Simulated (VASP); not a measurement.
# PbO2 (P4_2/mnm) in VASP: further runs, part 2 of 2

VASP 6.6.1.

## (3) Single point, PBE (13.04 Å³/atom)

This run uses another cell than the first one, of 13.04 Å³/atom.

File INCAR:

```
SYSTEM = PbO2
  PREC = Accurate
  ENCUT = 520
  EDIFF = 1E-6
  ISMEAR = 0
  SIGMA = 0.1
  LREAL = .FALSE.
  LASPH = .TRUE.
  NELM = 60
  ALGO = Normal
  ISIF = 2
  LWAVE = .FALSE.
  LCHARG = .FALSE.
  GGA = PE
  NBANDS = 35
```

File KPOINTS:

```
Automatic mesh
0
G
  8 8 10
  0 0 0
```

File POSCAR:

```
PbO2
1.0
    4.7898514148      0.0000000000      0.0000000000
    0.0000000000      4.7898514148      0.0000000000
    0.0000000000      0.0000000000      3.4105401774
Pb O
2 4
Direct
    0.0000000000      0.0000000000      0.0000000000
    0.5000000000      0.5000000000      0.5000000000
    0.3071471735      0.3071471735      0.0000000000
    0.1928528265      0.8071471735      0.5000000000
    0.6928528265      0.6928528265      0.0000000000
    0.8071471735      0.1928528265      0.5000000000
```

Potentials or basis: VASP PAW PBE potentials, release 64 (Pb_d, O).

Started as:

```
> cat potpaw_PBE.64/Pb_d/POTCAR potpaw_PBE.64/O/POTCAR > POTCAR
> mpirun -np 1 vasp_std > vasp.out
```

OUTCAR:

```text
SYSTEM = PbO2
   PREC = Accurate
   ENCUT = 520
   EDIFF = 1E-6
   ISMEAR = 0
   LREAL = .FALSE.
   LASPH = .TRUE.
   NELM = 60
   ISIF = 2
   GGA = PE

 ion  position               nearest neighbor table
   1  0.000  0.000  0.000-   3 2.08   5 2.08   4 2.15   6 2.15   4 2.15   6 2.15   2 3.79   2 3.79
                             2 3.79   2 3.79   2 3.79   2 3.79   2 3.79   2 3.79
   2  0.500  0.500  0.500-   4 2.08   6 2.08   5 2.15   3 2.15   3 2.15   5 2.15   1 3.79   1 3.79
                             1 3.79   1 3.79   1 3.79   1 3.79   1 3.79   1 3.79
   3  0.307  0.307  0.000-   1 2.08   2 2.15   2 2.15
   4  0.193  0.807  0.500-   2 2.08   1 2.15   1 2.15
   5  0.693  0.693  0.000-   1 2.08   2 2.15   2 2.15
   6  0.807  0.193  0.500-   2 2.08   1 2.15   1 2.15

  LATTYP: Found a simple tetragonal cell.
 ALAT       =     4.7898514148
 C/A-ratio  =     0.7120346504

  Lattice vectors:

 A1 = (   4.7898514148,   0.0000000000,   0.0000000000)
 A2 = (   0.0000000000,   4.7898514148,   0.0000000000)
 A3 = (   0.0000000000,   0.0000000000,   3.4105401774)

Analysis of symmetry for initial positions (statically):
=====================================================================
 Subroutine PRICEL returns:
 Original cell was already a primitive cell.

 Routine SETGRP: Setting up the symmetry group for a
 simple tetragonal supercell.

 Subroutine GETGRP returns: Found 16 space group operations
 (whereof  8 operations were pure point group operations)
 out of a pool of 16 trial point group operations.

The static configuration has the point symmetry D_2h.
 The point group associated with its full space group is D_4h.

Analysis of symmetry for dynamics (positions and initial velocities):
=====================================================================
 Subroutine PRICEL returns:
 Original cell was already a primitive cell.

[... 137 lines left out ...]
  volume/ion in A,a.u.               =      13.04        88.01
  Fermi-wavevector in a.u.,A,eV,Ry     =   1.428631  2.699722 27.769324  2.040988
  Thomas-Fermi vector in A             =   2.548672
   LORBIT       =      0    0 simple, 1 ext, 2 COOP (PROOUT), +10 PAW based schemes
   GGA     = PE    functional components
   LHFCALC =     F    Hartree Fock is set to
   AEXX    =    0.0000 exact exchange contribution
   IVDW    =     0    specifies the selected vdW correction
   LEPSILON=     F    determine dielectric tensor
   LRPA    =     F    only Hartree local field effects (RPA)
 non-spin polarized calculation
 Gauss-broadening in eV      SIGMA  =   0.10
  energy-cutoff  :      520.00
  volume of cell :       78.25
 maximum number of plane-waves:      2148
 NGX is ok and might be reduce to    36
   NGX = 17   NGY = 17   NGZ = 13

 number of electron      51.9999988 magnetization

 Free energy of the ion-electron system (eV)
  ---------------------------------------------------
  ext. energy  EPLUGINS =         0.00000000
  ---------------------------------------------------
  free energy    TOTEN  =       -31.27189060 eV

  energy without entropy =      -31.27050568  energy(sigma->0) =      -31.27119814

 E-fermi :   5.2059     XC(G=0): -11.0687

 val. band max:        5.1718717102   @ k =   0.0000   0.0000   0.0000
 cond. band min:       5.2318014763   @ k =   0.1250   0.0000   0.0000
 fundamental gap:      0.0599297662
 Fermi energy:         5.2059454575

 k-point     1 :       0.0000    0.0000    0.0000
  band No.  band energies     occupation
      1     -13.6295      2.00000
      2     -13.4133      2.00000
      3     -11.5602      2.00000
      4     -11.5602      2.00000
      5     -10.4793      2.00000
      6     -10.2005      2.00000
[... 901 lines left out ...]
     34      17.3509      0.00000
     35      17.7594      0.00000

 [... further k-points ...]

------------------------ aborting loop because EDIFF is reached ----------------------------------------

  FORCE on cell =-STRESS in cart. coord.  units (eV):
  Direction    XX          YY          ZZ          XY          YZ          ZX
  --------------------------------------------------------------------------------------
  -------------------------------------------------------------------------------------
  Total        9.6735775      9.6735775      9.8190836      0.0000000      0.0000000      0.0000000
  in kB      198.0753549    198.0753549    201.0547266      0.0000000      0.0000000      0.0000000
  external PRESSURE =     199.0684788 kB  Pullay stress =       0.0000000 kB

 VOLUME and BASIS-vectors are now :
 -----------------------------------------------------------------------------
  energy-cutoff  :      520.00
  volume of cell :       78.25
      direct lattice vectors                 reciprocal lattice vectors
     4.789851415  0.000000000  0.000000000     0.208774743  0.000000000  0.000000000
     0.000000000  4.789851415  0.000000000     0.000000000  0.208774743  0.000000000
     0.000000000  0.000000000  3.410540177     0.000000000  0.000000000  0.293208685

 POSITION                                       TOTAL-FORCE (eV/Angst)
 -----------------------------------------------------------------------------------
      0.00000      0.00000      0.00000         0.000000      0.000000      0.000000
      2.39493      2.39493      1.70527         0.000000      0.000000      0.000000
      1.47119      1.47119      0.00000        -0.004782     -0.004782      0.000000
      0.92374      3.86612      1.70527         0.004782     -0.004782      0.000000
      3.31866      3.31866      0.00000         0.004782      0.004782     -0.000000
      3.86612      0.92374      1.70527        -0.004782      0.004782      0.000000
 -----------------------------------------------------------------------------------
    total drift:                                0.000000      0.000000      0.000000

  FREE ENERGIE OF THE ION-ELECTRON SYSTEM (eV)
  ---------------------------------------------------
  free  energy   TOTEN  =       -31.2718906018 eV

  energy  without entropy=      -31.2705056818  energy(sigma->0) =      -31.27119814
```

Run time: 1.9 min. Hardware: 1 thread of Intel Xeon Platinum 8488C (Sapphire Rapids), shared host; peak memory 0.31 GiB.

What came out:

* Free energy: -31.2719 eV
* Pressure: 19.9 GPa
* Largest force: 0.007 eV/Å

Forces on the atoms (eV/Å):
```
Pb   0.000  0.000  0.000
Pb   0.000  0.000  0.000
O   -0.005 -0.005  0.000
O    0.005 -0.005  0.000
O    0.005  0.005  0.000
O   -0.005  0.005  0.000
```

Caveat: the cell stands under pressure; spin-orbit coupling is left out, which moves the levels of the heavy elements.
